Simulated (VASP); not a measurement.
# Al3N in VASP: notebook

Al3N is run at these levels: PBE; tasks: single point.

All numbers are computed with VASP 6.6.1; they aren't measurements. Logs are shortened: lines on timing, memory, paths and dates and some standing lists are left out, and cuts for length are marked.

## 1. The cell of the first run

The cell holds a slab with vacuum, 4 atoms: a = 2.857 Å, b = 2.857 Å, c = 21.601 Å, α = 90.00°, β = 90.00°, γ = 120.00°.

## 2. Single point, PBE, collinear spin, ferromagnetic start

Input file INCAR:

```
PREC = Accurate
ENCUT = 520
EDIFF = 1E-7
ISMEAR = 0
SIGMA = 0.1
LREAL = False
LASPH = True
NELM = 150
ALGO = Normal
ISIF = 2
LWAVE = False
LCHARG = False
ISPIN = 2
MAGMOM = 0 0 0 3
LORBIT = 11
LDIPOL = True
IDIPOL = 3
DIPOL = 0.5 0.5 0.338
GGA = PE
NBANDS = 19
```

Input file KPOINTS:

```
Automatic mesh
0
Gamma
  9 9 1
```

Input file POSCAR:

```
Al3N
1.0
    2.8567582919      0.0000000000      0.0000000000
   -1.4283791460      2.4740252533      0.0000000000
    0.0000000000      0.0000000000     21.6013781961
Al N
3 1
Direct
    0.6666666667      0.3333333333      0.1851733701
    0.3333333333      0.6666666667      0.2916813827
    0.0000000000      0.0000000000      0.3981865471
    0.1666666667      0.0000000000      0.4750334957
```

Potentials or basis: VASP PAW PBE potentials, release 64 (Al, N).

Command:

```
$ cat potpaw_PBE.64/Al/POTCAR potpaw_PBE.64/N/POTCAR > POTCAR
$ mpirun -np 1 vasp_std > vasp.out
```

OUTCAR:

```text
PREC = Accurate
   ENCUT = 520
   EDIFF = 1E-7
   ISMEAR = 0
   LREAL = False
   LASPH = True
   NELM = 150
   ISIF = 2
   ISPIN = 2
   LORBIT = 11
   GGA = PE

 ion  position               nearest neighbor table
   1  0.667  0.333  0.185-   2 2.83   2 2.83   2 2.83
   2  0.333  0.667  0.292-   3 2.83   3 2.83   3 2.83   1 2.83   1 2.83   1 2.83
   3  0.000  0.000  0.398-   4 1.73   2 2.83   2 2.83   2 2.83
   4  0.167  0.000  0.475-   3 1.73

  LATTYP: Found a hexagonal cell.
 ALAT       =     2.8567582919
 C/A-ratio  =     7.5615001302

  Lattice vectors:

 A1 = (   2.8567582919,   0.0000000000,   0.0000000000)
 A2 = (  -1.4283791460,   2.4740252533,   0.0000000000)
 A3 = (   0.0000000000,   0.0000000000,  21.6013781961)

Analysis of symmetry for initial positions (statically):
=====================================================================
 Subroutine PRICEL returns:
 Original cell was already a primitive cell.

 Routine SETGRP: Setting up the symmetry group for a
 hexagonal supercell.

 Subroutine GETGRP returns: Found  1 space group operations
 (whereof  1 operations were pure point group operations)
 out of a pool of 24 trial point group operations.

The static configuration has the point symmetry C_1 .

Analysis of symmetry for dynamics (positions and initial velocities):
=====================================================================
 Subroutine PRICEL returns:
 Original cell was already a primitive cell.

 Routine SETGRP: Setting up the symmetry group for a
 hexagonal supercell.

 Subroutine GETGRP returns: Found  1 space group operations
 (whereof  1 operations were pure point group operations)
 out of a pool of 24 trial point group operations.

The dynamic configuration has the point symmetry C_1 .

Analysis of structural, dynamic, and magnetic symmetry:
=====================================================================
 Subroutine PRICEL returns:
 Original cell was already a primitive cell.

 Routine SETGRP: Setting up the symmetry group for a
 hexagonal supercell.

 Subroutine GETGRP returns: Found  1 space group operations
 (whereof  1 operations were pure point group operations)
 out of a pool of 24 trial point group operations.

The overall configuration has the point symmetry C_1 .

 Subroutine INISYM returns: Found  1 space group operations
 (whereof  1 operations are pure point group operations),
 and found     1 'primitive' translations

----------------------------------------------------------------------------------------

                                     Primitive cell

  volume of cell :     152.6719

  direct lattice vectors                    reciprocal lattice vectors
     2.856758292  0.000000000  0.000000000     0.350047116  0.202099796  0.000000000
    -1.428379146  2.474025253  0.000000000     0.000000000  0.404199593  0.000000000
     0.000000000  0.000000000 21.601378196     0.000000000  0.000000000  0.046293343

  length of vectors
     2.856758292  2.856758292 21.601378196     0.404199593  0.404199593  0.046293343

  position of ions in fractional coordinates (direct lattice)
     0.666666667  0.333333333  0.185173370
     0.333333333  0.666666667  0.291681383
     0.000000000  0.000000000  0.398186547
     0.166666667  0.000000000  0.475033496

  ion indices of the primitive-cell ions
   primitive index   ion index
                 1           1
                 2           2
                 3           3
                 4           4

----------------------------------------------------------------------------------------

 KPOINTS: Automatic mesh

Automatic generation of k-mesh.
 Grid dimensions read from file:
 generate k-points for:    9    9    1

 Generating k-lattice:

  Cartesian coordinates                     Fractional coordinates (reciprocal lattice)
     0.038894124  0.022455533  0.000000000     0.111111111  0.000000000  0.000000000
     0.000000000  0.044911066  0.000000000     0.000000000  0.111111111  0.000000000
     0.000000000  0.000000000  0.046293343     0.000000000  0.000000000  1.000000000

  Length of vectors
     0.044911066  0.044911066  0.046293343

  Shift w.r.t. Gamma in fractional coordinates (k-lattice)
     0.000000000  0.000000000  0.000000000

 Subroutine IBZKPT returns following result:
 ===========================================

 Found     41 irreducible k-points:

 Following reciprocal coordinates:
            Coordinates               Weight
  0.000000  0.000000  0.000000      1.000000
  0.111111  0.000000  0.000000      2.000000
  0.000000  0.111111  0.000000      2.000000
 -0.111111  0.111111  0.000000      2.000000
  0.222222  0.000000  0.000000      2.000000
  0.000000  0.222222  0.000000      2.000000
[... 16 lines left out ...]
  0.333333  0.111111  0.000000      2.000000
 -0.111111  0.444444  0.000000      2.000000
 [... further k-points ...]
   k-points           NKPTS =     41   k-points in BZ     NKDIM =     41   number of bands    NBANDS=     19
   number of dos      NEDOS =    301   number of ions     NIONS =      4
   total plane-waves  NPLWV =  93312
   dimension x,y,z NGX =    24 NGY =   24 NGZ =  162
   dimension x,y,z NGXF=    48 NGYF=   48 NGZF=  324
   ions per type =               3   1
   NGX,Y,Z   is equivalent  to a cutoff of  13.97, 13.97, 12.47 a.u.
   NGXF,Y,Z  is equivalent  to a cutoff of  27.93, 27.93, 24.94 a.u.
 SYSTEM =  unknown system
   PREC   = accura    normal or accurate (medium, high low for compatibility)
   ISTART =      0    job   : 0-new  1-cont  2-samecut
   ICHARG =      2    charge: 1-file 2-atom 10-const
   ISPIN  =      2    spin polarized calculation?
   LNONCOLLINEAR =      F non collinear calculations
   LSORBIT =      F    spin-orbit coupling
   LASPH  =      T    aspherical Exc in radial PAW
   ENCUT  =  520.0 eV  38.22 Ry    6.18 a.u.   5.31  5.31 40.16*2*pi/ulx,y,z
   NELM   =    150;   NELMIN=  2; NELMDL= -5     # of ELM steps
   EDIFF  = 0.1E-06   stopping-criterion for ELM
   LREAL  =      F    real-space projection
   EDIFFG = 0.1E-05   stopping-criterion for IOM
   NSW    =      0    number of steps for IOM
   IBRION =     -1    ionic relax: 0-MD 1-quasi-New 2-CG
   NFREE  =      0    steps in history (QN), initial steepest desc. (CG)
   ISIF   =      2    stress and relaxation
   ISYM   =      2    0-nonsym 1-usesym 2-fastsym
   POTIM  = 0.5000    time-step for ionic-motion
   TEBEG  =    0.0;   TEEND  =   0.0 temperature during run
   PSTRESS=    0.0 pullay stress
   NELECT =      14.0000    total number of electrons
   NUPDOWN=      -1.0000    fix difference up-down
   EMIN   =  10.00;   EMAX   =-10.00  energy-range for DOS
   EFERMI =   0.00;   METHOD = LEGACY
   ISMEAR =     0;   SIGMA  =   0.10  broadening in eV -4-tet -1-fermi 0-gaus
   EFERMI_NEDOS =   21; number of points for ismear=-14 and -15
   IALGO  =     38    algorithm
   IMIX   =      4    mixing-type and parameters
     AMIX     =   0.40;   BMIX     =  1.00
     AMIX_MAG =   1.60;   BMIX_MAG =  1.00
  volume/ion in A,a.u.               =      38.17       257.57
  Fermi-wavevector in a.u.,A,eV,Ry     =   0.738240  1.395072  7.415160  0.544999
  Thomas-Fermi vector in A             =   1.832115
   LORBIT       =     11    0 simple, 1 ext, 2 COOP (PROOUT), +10 PAW based schemes
   GGA     = PE    functional components
   LHFCALC =     F    Hartree Fock is set to
   AEXX    =    0.0000 exact exchange contribution
   IVDW    =     0    specifies the selected vdW correction
   LEPSILON=     F    determine dielectric tensor
   LRPA    =     F    only Hartree local field effects (RPA)
 spin polarized calculation
 Gauss-broadening in eV      SIGMA  =   0.10
  energy-cutoff  :      520.00
  volume of cell :      152.67
 maximum number of plane-waves:      4139
 NGX is ok and might be reduce to    24
   NGX = 11   NGY = 11   NGZ = 81

 number of electron      13.9999999 magnetization       0.4325085

 dipolmoment           0.000000      0.000000      0.176453 electrons x Angstroem

 Free energy of the ion-electron system (eV)
  ---------------------------------------------------
  ext. energy  EPLUGINS =         0.00000000
  ---------------------------------------------------
  free energy    TOTEN  =       -15.33509890 eV

  energy without entropy =      -15.31997981  energy(sigma->0) =      -15.32753935

 E-fermi :  -1.3863     XC(G=0):  -4.6821

 val. band max:       -1.3882162438   @ k =  -0.3333  -0.4444   0.0000
 cond. band min:      -1.3851200050   @ k =  -0.2222   0.3333   0.0000
 fundamental gap:      0.0030962388
 Fermi energy:        -1.3863119533

 spin component 1

 k-point     1 :       0.0000    0.0000    0.0000
  band No.  band energies     occupation
      1     -15.7208      1.00000
      2     -11.8660      1.00000
      3      -9.8119      1.00000
      4      -6.8389      1.00000
      5      -4.0717      1.00000
      6      -1.6183      0.99948
[... 505 lines left out ...]
      6      -2.7998      1.00000
[... 11 lines left out ...]
     18       8.4307      0.00000
     19       9.4345      0.00000

 [... further k-points ...]

 spin component 2

 k-point     1 :       0.0000    0.0000    0.0000
  band No.  band energies     occupation
      1     -15.1883      1.00000
      2     -11.8471      1.00000
      3      -9.7800      1.00000
      4      -6.7947      1.00000
      5      -3.9477      1.00000
      6      -1.5125      0.96284
[... 505 lines left out ...]
      6      -2.6683      1.00000
[... 11 lines left out ...]
     18       8.4246      0.00000
     19       9.4424      0.00000

 [... further k-points ...]

------------------------ aborting loop because EDIFF is reached ----------------------------------------

 vacuum level on the upper side and lower side of the slab       (xc-potential included)         2.187        -2.231

  FORCE on cell =-STRESS in cart. coord.  units (eV):
  Direction    XX          YY          ZZ          XY          YZ          ZX
  --------------------------------------------------------------------------------------
  -------------------------------------------------------------------------------------
  Total       -0.8945881     -1.2583908      3.7219752     -0.2043732      0.0952548      2.0947869
  in kB       -9.3880335    -13.2058707     39.0593460     -2.1447442      0.9996283     21.9832223
  external PRESSURE =       5.4884806 kB  Pullay stress =       0.0000000 kB

 VOLUME and BASIS-vectors are now :
 -----------------------------------------------------------------------------
  energy-cutoff  :      520.00
  volume of cell :      152.67
      direct lattice vectors                 reciprocal lattice vectors
     2.856758292  0.000000000  0.000000000     0.350047116  0.202099796  0.000000000
    -1.428379146  2.474025253  0.000000000     0.000000000  0.404199593  0.000000000
     0.000000000  0.000000000 21.601378196     0.000000000  0.000000000  0.046293343

 POSITION                                       TOTAL-FORCE (eV/Angst)
 -----------------------------------------------------------------------------------
      1.42838      0.82468      4.00000         0.000969      0.007155     -0.244505
     -0.00000      1.64935      6.30072         0.040346     -0.038506      0.250641
      0.00000      0.00000      8.60138        -1.362028      0.007529     -1.915642
      0.47613      0.00000     10.26138         1.320713      0.023822      1.909506
 -----------------------------------------------------------------------------------
    total drift:                                0.000022      0.000042     -0.000036

  FREE ENERGIE OF THE ION-ELECTRON SYSTEM (eV)
  ---------------------------------------------------
  free  energy   TOTEN  =       -15.3350989010 eV

  energy  without entropy=      -15.3199798072  energy(sigma->0) =      -15.32753935

 vacuum level on the upper side and lower side of the slab         7.253         2.717

 total charge

# of ion       s       p       d       tot
------------------------------------------
    1        0.448   0.312   0.000   0.760
    2        0.427   0.348   0.000   0.775
    3        0.439   0.408   0.000   0.847
    4        1.369   2.055   0.000   3.424
--------------------------------------------------
tot          2.683   3.124   0.000   5.806

 magnetization (x)

# of ion       s       p       d       tot
------------------------------------------
    1       -0.000   0.000   0.000   0.000
    2       -0.000   0.001   0.000   0.001
    3       -0.004   0.001   0.000  -0.003
    4        0.008   0.300   0.000   0.308
--------------------------------------------------
tot          0.003   0.303   0.000   0.306
```

Run time: 7 min. Hardware: 1 thread of Intel Xeon 6975P-C (Granite Rapids), shared host; peak memory 0.48 GiB.

Results:

```
Free energy                                           : -15.3351 eV
Largest force                                         : 2.351 eV/Å
Net moment                                            : 0.43 μB per cell
Site moments                                          : Al +0.00, -0.00 (each value once); N +0.31 μB
Valence electrons inside the program's atomic spheres : Al 0.76, 0.78, 0.85; N 3.42
```

Forces in eV/Å, atoms in the order of the input:
```
Al   0.001  0.007 -0.245
Al   0.040 -0.039  0.251
Al  -1.362  0.008 -1.916
N    1.321  0.024  1.910
```

## 3. Single point, PBE, collinear spin, ferromagnetic start

Changes to INCAR since step 2:

```diff
@@ -2,3 +2,3 @@
 ENCUT = 520
-EDIFF = 1E-7
+EDIFF = 1E-6
 ISMEAR = 0
@@ -17,3 +17,3 @@
 IDIPOL = 3
-DIPOL = 0.5 0.5 0.338
+DIPOL = 0.5 0.5 0.347
 GGA = PE
```

Input file KPOINTS:

```
regular mesh
0
Gamma
  9 9 1
```

Changes to POSCAR since step 2:

```diff
@@ -11,2 +11,2 @@
     0.0000000000      0.0000000000      0.3981865471
-    0.1666666667      0.0000000000      0.4750334957
+    0.1666666667      0.0000000000      0.5125311031
```

Potentials or basis: VASP PAW PBE potentials, release 64 (Al, N).

Command:

```
$ cat potpaw_PBE.64/Al/POTCAR potpaw_PBE.64/N/POTCAR > POTCAR
$ mpirun -np 1 vasp_std > vasp.out
```

Run time: 4 min. Hardware: 1 thread of Intel Xeon 6975P-C (Granite Rapids), shared host; peak memory 0.46 GiB.

The run converged. Its results:

* Free energy: -14.0993 eV
* Largest force: 1.514 eV/Å
* Net moment: 2.31 μB per cell
* Site moments: Al -0.01, -0.03 (each value once); N +1.65 μB
* Valence electrons inside the program's atomic spheres: Al 0.76, 0.77, 0.74; N 3.31

Forces on the atoms (eV/Å):
```
Al   0.000  0.000 -0.145
Al   0.001  0.001  0.017
Al   0.101  0.001  1.510
N   -0.102 -0.001 -1.383
```

Levels at points of the mesh, in eV from the Fermi level:
Spin up:
```
           k point  band 4  band 5  band 6  band 7  band 8  band 9  band 10  band 11  band 12  band 13
(0.00, 0.00, 0.00)   -6.06   -3.51   -1.47   -0.05   -0.03    1.74     3.94     5.45     6.59     7.03
```
Spin down:
| k point | band 3 | band 4 | band 5 | band 6 | band 7 | band 8 | band 9 | band 10 |
| --- | --- | --- | --- | --- | --- | --- | --- | --- |
| (0.00, 0.00, 0.00) | -8.74 | -5.98 | -2.93 | -0.02 | 2.21 | 4.01 | 4.07 | 4.08 |

## 4. Single point, PBE, collinear spin, ferromagnetic start

Input file INCAR:

```
PREC = Accurate ; ENCUT = 520
EDIFF = 1E-6 ; ISMEAR = 0
SIGMA = 0.1 ; LREAL = F
LASPH = T ; NELM = 150
ALGO = Normal ; ISIF = 2
LWAVE = F ; LCHARG = F
ISPIN = 2 ; MAGMOM = 0 0 0 3
LORBIT = 11 ; LDIPOL = T
IDIPOL = 3 ; DIPOL = 0.5 0.5 0.361
GGA = PE ; NBANDS = 19
```

Input file KPOINTS:

```
Automatic mesh
0
Gamma
  9 9 1
```

Changes to POSCAR since step 3:

```diff
@@ -11,2 +11,2 @@
     0.0000000000      0.0000000000      0.3981865471
-    0.1666666667      0.0000000000      0.5125311031
+    0.1666666667      0.0000000000      0.5680831142
```

Command:

```
$ cat potpaw_PBE.64/Al/POTCAR potpaw_PBE.64/N/POTCAR > POTCAR
$ mpirun -np 1 vasp_std > vasp.out
```

It took 5.9 min on 1 thread of Intel Xeon 6975P-C (Granite Rapids), shared host; peak memory 0.46 GiB.

Results (log left out):

* Free energy: -13.4484 eV
* Largest force: 0.332 eV/Å
* Net moment: 2.81 μB per cell
* Site moments: Al -0.01; N +1.93 μB
* Valence electrons inside the program's atomic spheres: Al 0.76, 0.77 (each value once); N 3.30

Forces on the atoms (eV/Å):
```
Al   0.000  0.000 -0.189
Al   0.000  0.000 -0.021
Al   0.003  0.000  0.332
N   -0.003  0.000 -0.122
```

Levels at points of the mesh, in eV from the Fermi level:
Spin up:
| k point | band 6 | band 7 | band 8 | band 9 | band 10 | band 11 |
| --- | --- | --- | --- | --- | --- | --- |
| (0.00, 0.00, 0.00) | -2.64 | -0.55 | -0.54 | 0.80 | 3.45 | 4.77 |
Spin down:
```tsv
k point	band 2	band 3	band 4	band 5	band 6	band 7	band 8	band 9
(0.00, 0.00, 0.00)	-10.42	-8.92	-6.18	-3.06	0.15	1.26	3.53	4.10
```

## 5. Overview

| cell | gap on the mesh (eV) | moment (μB) | largest force (eV/Å) |
| --- | --- | --- | --- |
| as given, atomic positions A | none | 0.43 | 2.35 |
| as given, atomic positions B | none | 2.31 | 1.51 |
| as given, atomic positions C | none | 2.81 | 0.33 |

Alike in all rows: task single point; level PBE; potentials or basis VASP PAW PBE potentials, release 64 (Al, N); spin collinear, ferromagnetic start; k mesh 9 × 9 × 1; cutoff (eV) 520; smearing gaussian 0.1 eV.

Total energies depend on the potentials used, so only differences within one code and one set of settings carry meaning.
